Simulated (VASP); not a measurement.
# Sb (Im-3m) in VASP: notebook, part 2 of 2

VASP 6.6.1. Earlier steps stand in the parts before.

**3. Single point, PBEsol**

This run uses another cell than the first one, of 20.12 Å³/atom, 1.032 times its volume.

Contents of INCAR:

```
PREC = Accurate
ENCUT = 500
EDIFF = 1E-6
ISMEAR = 1
SIGMA = 0.1
LREAL = False
LASPH = True
NELM = 120
ALGO = Normal
ISIF = 2
LWAVE = False
LCHARG = False
GGA = PS
NBANDS = 8
GGA_COMPAT = False
```

Contents of KPOINTS:

```
Automatic mesh
0
Gamma
  9 9 9
```

Contents of POSCAR:

```
Sb
1.0
   -1.7134224700      1.7134224700      1.7134224700
    1.7134224700     -1.7134224700      1.7134224700
    1.7134224700      1.7134224700     -1.7134224700
Sb
1
Direct
    0.0000000000      0.0000000000      0.0000000000
```

Potentials or basis: VASP PAW PBE potentials, release 64 (Sb).

On the command line:

```console
cat potpaw_PBE.64/Sb/POTCAR > POTCAR
mpirun -np 1 vasp_std > vasp.out
```

It took 7.7 s on 1 thread of AMD EPYC 7R13, shared host; peak memory 0.11 GiB.

It converged, with:

* Free energy: -3.9328 eV
* Pressure: 32.6 GPa

Levels at points of the mesh, in eV from the Fermi level:
```tsv
k point	band 1	band 2	band 3	band 4	band 5	band 6	band 7
(0.00, 0.00, 0.00)	-15.62	8.10	8.10	8.10	11.77	11.77	11.77
```

Caveat: the PAW data sets were made with another functional, which shifts forces and pressure a little; spin-orbit coupling is left out, which moves the levels of the heavy elements.

**4. Single point, PBEsol**

This run uses another cell than the first one, of 20.74 Å³/atom, 1.063 times its volume.

Contents of INCAR:

```
SYSTEM = Sb
ALGO = Normal
EDIFF = 1E-6
ENCUT = 500
GGA = PS
GGA_COMPAT = .False.
ISIF = 2
ISMEAR = 1
LASPH = .True.
LCHARG = .False.
LREAL = .False.
LWAVE = .False.
NBANDS = 8
NELM = 120
PREC = Accurate
SIGMA = 0.1
```

Contents of KPOINTS:

```
k-points
0
Gamma
  9 9 9
  0 0 0
```

Contents of POSCAR:

```
Sb
1.0
   -1.7307309391      1.7307309391      1.7307309391
    1.7307309391     -1.7307309391      1.7307309391
    1.7307309391      1.7307309391     -1.7307309391
Sb
1
Direct
    0.0000000000      0.0000000000      0.0000000000
```

On the command line:

```console
cat potpaw_PBE.64/Sb/POTCAR > POTCAR
mpirun -np 1 vasp_std > vasp.out
```

Run time: 8.1 s. Hardware: 1 thread of AMD EPYC 7R13, shared host; peak memory 0.11 GiB.

The run converged. Its results:

| Item | Value |
| --- | --- |
| Free energy | -4.0463 eV |
| Pressure | 26.6 GPa |

Levels at points of the mesh, in eV from the Fermi level:
| k point | band 1 | band 2 | band 3 | band 4 | band 5 |
| --- | --- | --- | --- | --- | --- |
| (0.00, 0.00, 0.00) | -15.34 | 7.75 | 7.75 | 7.75 | 11.59 |

Caveat: the PAW data sets were made with another functional, which shifts forces and pressure a little; spin-orbit coupling is left out, which moves the levels of the heavy elements.

**5. Single point, PBEsol**

This run uses another cell than the first one, of 21.35 Å³/atom, 1.095 times its volume.

Contents of INCAR:

```
SYSTEM = Sb
PREC     = Accurate       ! precision mode
ENCUT    = 500            ! plane-wave cutoff, eV
EDIFF    = 1E-6           ! SCF threshold, eV
ISMEAR   = 1              ! smearing method
SIGMA    = 0.1            ! smearing width, eV
LREAL    = .FALSE.        ! projectors in reciprocal space
LASPH    = .TRUE.         ! aspherical terms in the spheres
NELM     = 120            ! most SCF steps
ALGO     = Normal         ! electronic algorithm
ISIF     = 2              ! what is computed and relaxed
LWAVE    = .FALSE.        ! write WAVECAR
LCHARG   = .TRUE.         ! write CHGCAR
GGA      = PS             ! functional
LELF     = .TRUE.         ! ELF
LVHAR    = .TRUE.       
NBANDS   = 8              ! bands
GGA_COMPAT= .FALSE.
```

Contents of KPOINTS:

```
Automatic mesh
0
G
  9 9 9
  0 0 0
```

Contents of POSCAR:

```
Sb
1.0
   -1.7476999716      1.7476999716      1.7476999716
    1.7476999716     -1.7476999716      1.7476999716
    1.7476999716      1.7476999716     -1.7476999716
Sb
1
Direct
    0.0000000000      0.0000000000      0.0000000000
```

Potentials or basis: VASP PAW PBE potentials, release 64 (Sb).

On the command line:

```console
cat potpaw_PBE.64/Sb/POTCAR > POTCAR
mpirun -np 1 vasp_std > vasp.out
```

OUTCAR:

```text
SYSTEM = Sb
   PREC = Accurate
   ENCUT = 500
   EDIFF = 1E-6
   ISMEAR = 1
   LREAL = .FALSE.
   LASPH = .TRUE.
   NELM = 120
   ISIF = 2
   GGA = PS

 ion  position               nearest neighbor table
   1  0.000  0.000  0.000-

  LATTYP: Found a body centered cubic cell.
 ALAT       =     3.4953999432

  Lattice vectors:

 A1 = (  -1.7476999716,   1.7476999716,   1.7476999716)
 A2 = (   1.7476999716,  -1.7476999716,   1.7476999716)
 A3 = (   1.7476999716,   1.7476999716,  -1.7476999716)

Analysis of symmetry for initial positions (statically):
=====================================================================
 Subroutine PRICEL returns:
 Original cell was already a primitive cell.

 Routine SETGRP: Setting up the symmetry group for a
 body centered cubic supercell.

 Subroutine GETGRP returns: Found 48 space group operations
 (whereof 48 operations were pure point group operations)
 out of a pool of 48 trial point group operations.

The static configuration has the point symmetry O_h .

Analysis of symmetry for dynamics (positions and initial velocities):
[... 161 lines left out ...]
 cond. band min:      11.8062642612   @ k =  -0.4444  -0.4444   0.3333
 fundamental gap:      0.0344416921
 Fermi energy:        11.7873780078

 k-point     1 :       0.0000    0.0000    0.0000
  band No.  band energies     occupation
      1      -3.2603      2.00000
      2      19.2200      0.00000
      3      19.2200      0.00000
      4      19.2200      0.00000
      5      23.2361      0.00000
      6      23.2361      0.00000
      7      23.2361      0.00000
      8      23.6026      0.00000
[... 243 lines left out ...]
 k-point    24 :      -0.4444   -0.4444    0.1111
  band No.  band energies     occupation
      1       3.1169      2.00000
      2       5.3693      2.00000
      3      10.3636      2.00000
      4      15.5210      0.00000
      5      19.7415      0.00000
      6      21.7863      0.00000
      7      22.4632      0.00000
      8      24.7848      0.00000

 [... further k-points ...]

------------------------ aborting loop because EDIFF is reached ----------------------------------------

  FORCE on cell =-STRESS in cart. coord.  units (eV):
  Direction    XX          YY          ZZ          XY          YZ          ZX
  --------------------------------------------------------------------------------------
  -------------------------------------------------------------------------------------
  Total        2.8917090      2.8917090      2.8917090      0.0000000      0.0000000     -0.0000000
  in kB      216.9724233    216.9724233    216.9724233      0.0000000      0.0000000     -0.0000000
  external PRESSURE =     216.9724233 kB  Pullay stress =       0.0000000 kB

 VOLUME and BASIS-vectors are now :
 -----------------------------------------------------------------------------
  energy-cutoff  :      500.00
  volume of cell :       21.35
      direct lattice vectors                 reciprocal lattice vectors
    -1.747699972  1.747699972  1.747699972     0.000000000  0.286090295  0.286090295
     1.747699972 -1.747699972  1.747699972     0.286090295  0.000000000  0.286090295
     1.747699972  1.747699972 -1.747699972     0.286090295  0.286090295  0.000000000

 POSITION                                       TOTAL-FORCE (eV/Angst)
 -----------------------------------------------------------------------------------
      0.00000      0.00000      0.00000         0.000000      0.000000     -0.000000
 -----------------------------------------------------------------------------------
    total drift:                               -0.000000     -0.000000     -0.000000

  FREE ENERGIE OF THE ION-ELECTRON SYSTEM (eV)
  ---------------------------------------------------
  free  energy   TOTEN  =        -4.1386438254 eV

  energy  without entropy=       -4.1378469556  energy(sigma->0) =       -4.13837820
```

It took 9.1 s on 1 thread of AMD EPYC 7R13, shared host; peak memory 0.11 GiB.

Results:

```
Free energy : -4.1386 eV
Pressure    : 21.7 GPa
```

Caveat: the PAW data sets were made with another functional, which shifts forces and pressure a little; spin-orbit coupling is left out, which moves the levels of the heavy elements.

**6. Single point, PBEsol**

This run uses another cell than the first one, of 21.97 Å³/atom, 1.126 times its volume.

Contents of INCAR:

```
  PREC = Accurate
  ENCUT = 500
  EDIFF = 1E-6
  ISMEAR = 1
  SIGMA = 0.1
  LREAL = False
  LASPH = True
  NELM = 120
  ALGO = Normal
  ISIF = 2
  LWAVE = False
  LCHARG = False
  GGA = PS
  NBANDS = 8
  GGA_COMPAT = False
```

Contents of KPOINTS:

```
regular mesh
0
Gamma
  9 9 9
```

Contents of POSCAR:

```
Sb
1.0
   -1.7643457351      1.7643457351      1.7643457351
    1.7643457351     -1.7643457351      1.7643457351
    1.7643457351      1.7643457351     -1.7643457351
Sb
1
Direct
    0.0000000000      0.0000000000      0.0000000000
```

Potentials or basis: VASP PAW PBE potentials, release 64 (Sb).

On the command line:

```console
cat potpaw_PBE.64/Sb/POTCAR > POTCAR
mpirun -np 1 vasp_std > vasp.out
```

It took 9.7 s on 1 thread of AMD EPYC 7R13, shared host; peak memory 0.11 GiB.

The run converged. Its results:

| Item | Value |
| --- | --- |
| Free energy | -4.2143 eV |
| Pressure | 17.8 GPa |

Levels at points of the mesh, in eV from the Fermi level:
```csv
k point,band 1,band 2,band 3,band 4,band 5,band 6,band 7
"(0.00, 0.00, 0.00)",-14.75,7.16,7.16,7.16,11.34,11.34,11.34
```

Caveat: the PAW data sets were made with another functional, which shifts forces and pressure a little; spin-orbit coupling is left out, which moves the levels of the heavy elements.

**7. The runs side by side**

| cell | gap on the mesh (eV) | pressure (GPa) |
| --- | --- | --- |
| a = 2.937 Å, angles 109.5°, 1 atom | none | 38.9 |
| a = 2.968 Å, angles 109.5°, 1 atom | none | 32.6 |
| a = 2.998 Å, angles 109.5°, 1 atom | none | 26.6 |
| a = 3.027 Å, angles 109.5°, 1 atom | none | 21.7 |
| a = 3.056 Å, angles 109.5°, 1 atom | none | 17.8 |

Alike in all rows: task single point; level PBEsol; potentials or basis VASP PAW PBE potentials, release 64 (Sb); no spin polarisation; k mesh 9 × 9 × 9; cutoff (eV) 500; smearing methfessel-paxton 0.1 eV.

Caveats: the PAW data sets were made with another functional, which shifts forces and pressure a little; spin-orbit coupling is left out, which moves the levels of the heavy elements.

Absolute energies hang on the potentials; compare differences alone.
